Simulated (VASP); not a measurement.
# TaN (P6_3mc) in VASP: single point with PBE

Aim: the single point of TaN with PBE.

All numbers are computed with VASP 6.6.1; they aren't measurements. Logs are shortened: lines on timing, memory, paths and dates and some standing lists are left out, and cuts for length are marked.

## 1. The cell of the first run

Symmetry: P6_3mc, No. 186, hexagonal system. Conventional cell: a = 3.050 Å, b = 3.050 Å, c = 4.940 Å, α = 90.00°, β = 90.00°, γ = 120.00°. Ta (site symmetry 3m) has 4 N at 1.85 to 1.90 Å within 2.5 Å. Within 2.5 Å of N (site symmetry 3m) lie 4 Ta at 1.85 to 1.90 Å.

## 2. Single point, PBE

INCAR

```
ALGO = Normal
EDIFF = 1E-6
ENCUT = 520
GGA = PE
ISIF = 2
ISMEAR = 0
LASPH = True
LCHARG = True
LELF = True
LREAL = Auto
LUSENCCL = False
LVHAR = True
LWAVE = False
NBANDS = 222
NELM = 60
PREC = Accurate
SIGMA = 0.05
```

KPOINTS

```
k-points
0
Gamma
  2 2 2
```

POSCAR

```
TaN
1.0
   -4.5750000000      2.6413770000      4.9400000000
    4.5750000000     -2.6413770000      4.9400000000
    4.5750000000      7.9241320000     -4.9400000000
Ta N
24 24
Direct
    0.1666660000      0.0000000000      0.1666670000
    0.6666660000      0.5000000000      0.1666670000
    0.5000000000      0.8333340000      0.3333330000
    0.0000000000      0.3333340000      0.3333330000
    0.8333330000      0.6666670000      0.5000000000
    0.3333330000      0.1666670000      0.5000000000
    0.1666660000      0.5000000000      0.6666670000
    0.6666660000      0.0000000000      0.6666670000
    0.5000000000      0.3333340000      0.8333330000
    0.0000000000      0.8333340000      0.8333330000
    0.8333330000      0.1666670000      0.0000000000
    0.3333330000      0.6666670000      0.0000000000
    0.2500000000      0.4166660000      0.1666670000
    0.7500000000      0.9166660000      0.1666670000
    0.5833340000      0.2500000000      0.3333330000
    0.0833340000      0.7500000000      0.3333330000
    0.9166670000      0.0833330000      0.5000000000
    0.4166670000      0.5833330000      0.5000000000
    0.2500000000      0.9166660000      0.6666670000
    0.7500000000      0.4166660000      0.6666670000
    0.5833340000      0.7500000000      0.8333330000
    0.0833340000      0.2500000000      0.8333330000
    0.9166670000      0.5833330000      0.0000000000
    0.4166670000      0.0833330000      0.0000000000
    0.3591660000      0.1925000000      0.1666670000
    0.8591660000      0.6925000000      0.1666670000
    0.6925000000      0.0258340000      0.3333330000
    0.1925000000      0.5258340000      0.3333330000
    0.0258330000      0.8591670000      0.5000000000
    0.5258330000      0.3591670000      0.5000000000
    0.3591660000      0.6925000000      0.6666670000
    0.8591660000      0.1925000000      0.6666670000
    0.6925000000      0.5258340000      0.8333330000
    0.1925000000      0.0258340000      0.8333330000
    0.0258330000      0.3591670000      0.0000000000
    0.5258330000      0.8591670000      0.0000000000
    0.4425000000      0.6091660000      0.1666670000
    0.9425000000      0.1091660000      0.1666670000
    0.7758340000      0.4425000000      0.3333330000
    0.2758340000      0.9425000000      0.3333330000
    0.1091670000      0.2758330000      0.5000000000
    0.6091670000      0.7758330000      0.5000000000
    0.4425000000      0.1091660000      0.6666670000
    0.9425000000      0.6091660000      0.6666670000
    0.7758340000      0.9425000000      0.8333330000
    0.2758340000      0.4425000000      0.8333330000
    0.1091670000      0.7758330000      0.0000000000
    0.6091670000      0.2758330000      0.0000000000
```

Potentials or basis: VASP PAW PBE potentials, release 64 (Ta_pv, N).

Launch:

```
$ cat potpaw_PBE.64/Ta_pv/POTCAR potpaw_PBE.64/N/POTCAR > POTCAR
$ mpirun -np 1 vasp_std > vasp.out
```

OUTCAR:

```text
EDIFF = 1E-6
   ENCUT = 520
   GGA = PE
   ISIF = 2
   ISMEAR = 0
   LASPH = True
   LREAL = Auto
   NELM = 60
   PREC = Accurate

 ion  position               nearest neighbor table
   1  0.167  0.000  0.167-  38 1.85  40 1.85  47 1.85  25 1.90  16 3.03  14 3.03  13 3.03  23 3.03
                            15 3.03  24 3.03   3 3.05   6 3.05   4 3.05  11 3.05  12 3.05  10 3.05
   2  0.667  0.500  0.167-  37 1.85  39 1.85  48 1.85  26 1.90  15 3.03  14 3.03  13 3.03  24 3.03
                            16 3.03  23 3.03   4 3.05   5 3.05   3 3.05  12 3.05  11 3.05   9 3.05
   3  0.500  0.833  0.333-  40 1.85  37 1.85  42 1.85  27 1.90  14 3.03  15 3.03  16 3.03  17 3.03
                            13 3.03  18 3.03   1 3.05  12 3.05   2 3.05   5 3.05   6 3.05   8 3.05
   4  0.000  0.333  0.333-  39 1.85  38 1.85  41 1.85  28 1.90  13 3.03  15 3.03  16 3.03  18 3.03
                            14 3.03  17 3.03   2 3.05  11 3.05   1 3.05   6 3.05   5 3.05   7 3.05
   5  0.833  0.667  0.500-  42 1.85  39 1.85  44 1.85  29 1.90  17 3.03  18 3.03  19 3.03  15 3.03
                            20 3.03  16 3.03   2 3.05  10 3.05   7 3.05   3 3.05   4 3.05   8 3.05
   6  0.333  0.167  0.500-  41 1.85  40 1.85  43 1.85  30 1.90  17 3.03  18 3.03  20 3.03  16 3.03
                            19 3.03  15 3.03   1 3.05   9 3.05   8 3.05   4 3.05   3 3.05   7 3.05
   7  0.167  0.500  0.667-  44 1.85  46 1.85  41 1.85  31 1.90  22 3.03  20 3.03  19 3.03  17 3.03
                            21 3.03  18 3.03   9 3.05  12 3.05  10 3.05   5 3.05   6 3.05   4 3.05
   8  0.667  0.000  0.667-  43 1.85  45 1.85  42 1.85  32 1.90  21 3.03  20 3.03  19 3.03  18 3.03
                            22 3.03  17 3.03  10 3.05  11 3.05   9 3.05   6 3.05   5 3.05   3 3.05
   9  0.500  0.333  0.833-  46 1.85  43 1.85  48 1.85  33 1.90  20 3.03  21 3.03  22 3.03  23 3.03
[... 53 lines left out ...]
  47  0.109  0.776  0.000-  12 1.85   1 1.85  10 1.85  23 1.90
  48  0.609  0.276  0.000-  11 1.85   2 1.85   9 1.85  24 1.90

  LATTYP: Found a face centered orthorhombic cell.
 ALAT       =     9.8800000000
 B/A-ratio  =     1.0693835470
 C/A-ratio  =     1.8522266427

  Lattice vectors:

 A1 = (   9.1500000000,   5.2827550000,   0.0000000000)
 A2 = (   4.5750000000,   7.9241320000,   4.9400000000)
 A3 = (   4.5750000000,  -2.6413770000,   4.9400000000)

Analysis of symmetry for initial positions (statically):
=====================================================================
 Subroutine PRICEL returns following result:

  LATTYP: Found a hexagonal cell.
 ALAT       =     3.0499966773
 C/A-ratio  =     1.6196787546

  Lattice vectors:

 A1 = (   1.5250030500,  -2.6413718839,  -0.0000098800)
 A2 = (  -3.0500015250,  -0.0000028080,   0.0000049400)
 A3 = (   0.0000045750,   0.0000079241,  -4.9400148200)

  12 primitive cells build up your supercell.

 Routine SETGRP: Setting up the symmetry group for a
 face centered orthorhombic supercell.

 Subroutine GETGRP returns: Found  4 space group operations
 (whereof  2 operations were pure point group operations)
 out of a pool of  8 trial point group operations.

The static configuration has the point symmetry C_1h.
 The point group associated with its full space group is C_2v.

Analysis of symmetry for dynamics (positions and initial velocities):
=====================================================================
 Subroutine PRICEL returns following result:

  LATTYP: Found a hexagonal cell.
 ALAT       =     3.0499966773
 C/A-ratio  =     1.6196787546

  Lattice vectors:

 A1 = (   1.5250030500,  -2.6413718839,  -0.0000098800)
 A2 = (  -3.0500015250,  -0.0000028080,   0.0000049400)
 A3 = (   0.0000045750,   0.0000079241,  -4.9400148200)

  12 primitive cells build up your supercell.

 Routine SETGRP: Setting up the symmetry group for a
 face centered orthorhombic supercell.

 Subroutine GETGRP returns: Found  4 space group operations
 (whereof  2 operations were pure point group operations)
 out of a pool of  8 trial point group operations.

The dynamic configuration has the point symmetry C_1h.
 The point group associated with its full space group is C_2v.

 Subroutine INISYM returns: Found  4 space group operations
 (whereof  2 operations are pure point group operations),
 and found    12 'primitive' translations

[... 22 lines left out ...]
                 1           1
                 2          16
                 3          25
                 4          40

----------------------------------------------------------------------------------------

 KPOINTS: k-points

Automatic generation of k-mesh.
 Grid dimensions read from file:
 generate k-points for:    2    2    2

 Generating k-lattice:

  Cartesian coordinates                     Fractional coordinates (reciprocal lattice)
    -0.027322407  0.047323797  0.050607287     0.500000000 -0.000000000  0.000000000
     0.054644809  0.000000000  0.050607287    -0.000000000  0.500000000  0.000000000
     0.027322402  0.047323797  0.000000000     0.000000000 -0.000000000  0.500000000

  Length of vectors
     0.074479213  0.074479210  0.054644811

  Shift w.r.t. Gamma in fractional coordinates (k-lattice)
     0.000000000  0.000000000  0.000000000

 Subroutine IBZKPT returns following result:
 ===========================================

 Found      5 irreducible k-points:

 Following reciprocal coordinates:
            Coordinates               Weight
  0.000000  0.000000  0.000000      1.000000
  0.500000  0.000000  0.000000      4.000000
  0.500000  0.500000  0.000000      1.000000
  0.000000  0.000000  0.500000      1.000000
  0.500000  0.500000  0.500000      1.000000
   k-points           NKPTS =      5   k-points in BZ     NKDIM =      5   number of bands    NBANDS=    222
   number of dos      NEDOS =    301   number of ions     NIONS =     48
   total plane-waves  NPLWV = 233280
   dimension x,y,z NGX =    54 NGY =   54 NGZ =   80
   dimension x,y,z NGXF=   108 NGYF=  108 NGZF=  160
   ions per type =              24  24
   NGX,Y,Z   is equivalent  to a cutoff of  12.41, 12.41, 12.79 a.u.
   NGXF,Y,Z  is equivalent  to a cutoff of  24.82, 24.82, 25.58 a.u.
 SYSTEM =  unknown system
   PREC   = accura    normal or accurate (medium, high low for compatibility)
   ISTART =      0    job   : 0-new  1-cont  2-samecut
   ICHARG =      2    charge: 1-file 2-atom 10-const
   ISPIN  =      1    spin polarized calculation?
   LNONCOLLINEAR =      F non collinear calculations
   LSORBIT =      F    spin-orbit coupling
   LASPH  =      T    aspherical Exc in radial PAW
   ENCUT  =  520.0 eV  38.22 Ry    6.18 a.u.  13.45 13.45 19.33*2*pi/ulx,y,z
   NELM   =     60;   NELMIN=  2; NELMDL= -5     # of ELM steps
   EDIFF  = 0.1E-05   stopping-criterion for ELM
   LREAL  =      T    real-space projection
   EDIFFG = 0.1E-04   stopping-criterion for IOM
   NSW    =      0    number of steps for IOM
   IBRION =     -1    ionic relax: 0-MD 1-quasi-New 2-CG
   NFREE  =      0    steps in history (QN), initial steepest desc. (CG)
   ISIF   =      2    stress and relaxation
   ISYM   =      2    0-nonsym 1-usesym 2-fastsym
   POTIM  = 0.5000    time-step for ionic-motion
   TEBEG  =    0.0;   TEEND  =   0.0 temperature during run
   PSTRESS=    0.0 pullay stress
   NELECT =     384.0000    total number of electrons
   NUPDOWN=      -1.0000    fix difference up-down
   EMIN   =  10.00;   EMAX   =-10.00  energy-range for DOS
   EFERMI =   0.00;   METHOD = LEGACY
   ISMEAR =     0;   SIGMA  =   0.05  broadening in eV -4-tet -1-fermi 0-gaus
   EFERMI_NEDOS =   21; number of points for ismear=-14 and -15
   IALGO  =     38    algorithm
   IMIX   =      4    mixing-type and parameters
     AMIX     =   0.40;   BMIX     =  1.00
     AMIX_MAG =   1.60;   BMIX_MAG =  1.00
  volume/ion in A,a.u.               =       9.95        67.14
  Fermi-wavevector in a.u.,A,eV,Ry     =   1.522319  2.876766 31.530903  2.317456
  Thomas-Fermi vector in A             =   2.630915
   LORBIT       =      0    0 simple, 1 ext, 2 COOP (PROOUT), +10 PAW based schemes
   GGA     = PE    functional components
   LHFCALC =     F    Hartree Fock is set to
   AEXX    =    0.0000 exact exchange contribution
   IVDW    =     0    specifies the selected vdW correction
   LEPSILON=     F    determine dielectric tensor
   LRPA    =     F    only Hartree local field effects (RPA)
 non-spin polarized calculation
 Gauss-broadening in eV      SIGMA  =   0.05
  energy-cutoff  :      520.00
  volume of cell :      477.57
 maximum number of plane-waves:     12894
 NGX is ok and might be reduce to    54
   NGX = 27   NGY = 27   NGZ = 39

 number of electron     383.9999992 magnetization

 Free energy of the ion-electron system (eV)
  ---------------------------------------------------
  ext. energy  EPLUGINS =         0.00000000
  ---------------------------------------------------
  free energy    TOTEN  =      -451.25444183 eV

  energy without entropy =     -451.20140574  energy(sigma->0) =     -451.22792379

 E-fermi :   9.7109     XC(G=0): -13.5457

 val. band max:        9.6928667277   @ k =   0.5000   0.0000   0.0000
 cond. band min:      10.1126248929   @ k =   0.5000   0.5000   0.5000
 fundamental gap:      0.4197581652
 Fermi energy:         9.7109081743

 k-point     1 :       0.0000    0.0000    0.0000
  band No.  band energies     occupation
      1     -26.3882      2.00000
      2     -26.3882      2.00000
      3     -26.3882      2.00000
      4     -26.3882      2.00000
      5     -26.3421      2.00000
      6     -26.3268      2.00000
[... 1024 lines left out ...]
    203      10.9976      0.00000
    204      10.9977      0.00000
 [bands above 204 left out]

------------------------ aborting loop because EDIFF is reached ----------------------------------------

  FORCE on cell =-STRESS in cart. coord.  units (eV):
  Direction    XX          YY          ZZ          XY          YZ          ZX
  --------------------------------------------------------------------------------------
  -------------------------------------------------------------------------------------
  Total      444.2122071    446.1842822    366.6755341      1.7079589     -0.0000000     -0.0000000
  in kB     1490.2619191   1496.8779204   1230.1386061      5.7299329     -0.0000000     -0.0000000
  external PRESSURE =    1405.7594819 kB  Pullay stress =       0.0000000 kB

 VOLUME and BASIS-vectors are now :
 -----------------------------------------------------------------------------
  energy-cutoff  :      520.00
  volume of cell :      477.57
      direct lattice vectors                 reciprocal lattice vectors
    -4.575000000  2.641377000  4.940000000    -0.054644814  0.094647593  0.101214575
     4.575000000 -2.641377000  4.940000000     0.109289617  0.000000000  0.101214575
     4.575000000  7.924132000 -4.940000000     0.054644804  0.094647593  0.000000000

 POSITION                                       TOTAL-FORCE (eV/Angst)
 -----------------------------------------------------------------------------------
      0.00000      1.76092     -0.00000         0.209995     -0.121241      2.579210
      0.00000      1.76092      4.94000         0.209995     -0.121241      2.579210
      3.05000      1.76091      4.94000         0.209995     -0.121241      2.579210
      3.05000      1.76091      0.00000         0.209995     -0.121241      2.579210
      1.52500      4.40229      4.94000         0.209995     -0.121241      2.579210
      1.52500      4.40229      0.00000         0.209995     -0.121241      2.579210
[... 40 lines left out ...]
      3.05000     -1.76092      4.37190        -0.080916      0.046717     -2.579210
     -1.52500      0.88046      4.37190        -0.080916      0.046717     -2.579210
 -----------------------------------------------------------------------------------
    total drift:                               -0.000584     -0.003895     -0.012005

  FREE ENERGIE OF THE ION-ELECTRON SYSTEM (eV)
  ---------------------------------------------------
  free  energy   TOTEN  =      -451.2544418318 eV

  energy  without entropy=     -451.2014057416  energy(sigma->0) =     -451.22792379
```

Run time: 89 s. Hardware: 1 × NVIDIA H100 80GB with 1 thread of Intel Xeon Platinum 8481C at 2.70GHz (Sapphire Rapids), shared host; peak memory 1.6 GiB.

What came out:

```yaml
Free_energy: -451.2544 eV
Pressure: 140.6 GPa
Largest_force: 2.591 eV/Å
Band_gap_on_the_k_mesh: zero (band 192 reaches 10.14 eV, above the bottom of band 193 at 9.57 eV)
```

Forces in eV/Å, atoms in the order of the input:
```
Ta   0.210 -0.121  2.579
Ta   0.210 -0.121  2.579
Ta   0.210 -0.121  2.579
Ta   0.210 -0.121  2.579
Ta   0.210 -0.121  2.579
Ta   0.210 -0.121  2.579
Ta   0.210 -0.121  2.579
Ta   0.210 -0.121  2.579
Ta   0.210 -0.121  2.579
Ta   0.210 -0.121  2.579
Ta   0.210 -0.121  2.579
Ta   0.210 -0.121  2.579
Ta  -0.210  0.121  2.579
Ta  -0.210  0.121  2.579
Ta  -0.210  0.121  2.579
Ta  -0.210  0.121  2.579
Ta  -0.210  0.121  2.579
Ta  -0.210  0.121  2.579
Ta  -0.210  0.121  2.579
Ta  -0.210  0.121  2.579
Ta  -0.210  0.121  2.579
Ta  -0.210  0.121  2.579
Ta  -0.210  0.121  2.579
Ta  -0.210  0.121  2.579
N    0.081 -0.047 -2.579
N    0.081 -0.047 -2.579
N    0.081 -0.047 -2.579
N    0.081 -0.047 -2.579
N    0.081 -0.047 -2.579
N    0.081 -0.047 -2.579
N    0.081 -0.047 -2.579
N    0.081 -0.047 -2.579
N    0.081 -0.047 -2.579
N    0.081 -0.047 -2.579
N    0.081 -0.047 -2.579
N    0.081 -0.047 -2.579
N   -0.081  0.047 -2.579
N   -0.081  0.047 -2.579
N   -0.081  0.047 -2.579
N   -0.081  0.047 -2.579
N   -0.081  0.047 -2.579
N   -0.081  0.047 -2.579
N   -0.081  0.047 -2.579
N   -0.081  0.047 -2.579
N   -0.081  0.047 -2.579
N   -0.081  0.047 -2.579
N   -0.081  0.047 -2.579
N   -0.081  0.047 -2.579
```

Stress tensor (GPa, compression positive):
```
149.03   0.57   0.00
  0.57 149.69   0.00
  0.00   0.00 123.01
```

Levels at points of the mesh, in eV from the Fermi level:
```csv
k point,band 190,band 191,band 192,band 193,band 194,band 195
"(0.00, 0.00, 0.00)",-0.08,-0.08,-0.08,-0.08,-0.08,-0.08
"(0.50, 0.00, 0.00)",-0.02,-0.02,-0.02,0.46,0.46,0.52
"(0.50, 0.50, 0.00)",-0.15,0.43,0.43,0.43,0.43,0.68
"(0.00, 0.00, 0.50)",-0.53,-0.14,-0.14,-0.14,-0.14,-0.11
"(0.50, 0.50, 0.50)",-0.08,0.40,0.40,0.40,0.40,0.51
```

Caveat: the k points lie up to 0.47 Å⁻¹ apart; spin-orbit coupling is left out, which moves the levels of the heavy elements; forces of over 1 eV/Å act on the atoms, so gaps and moduli don't describe the material at rest.
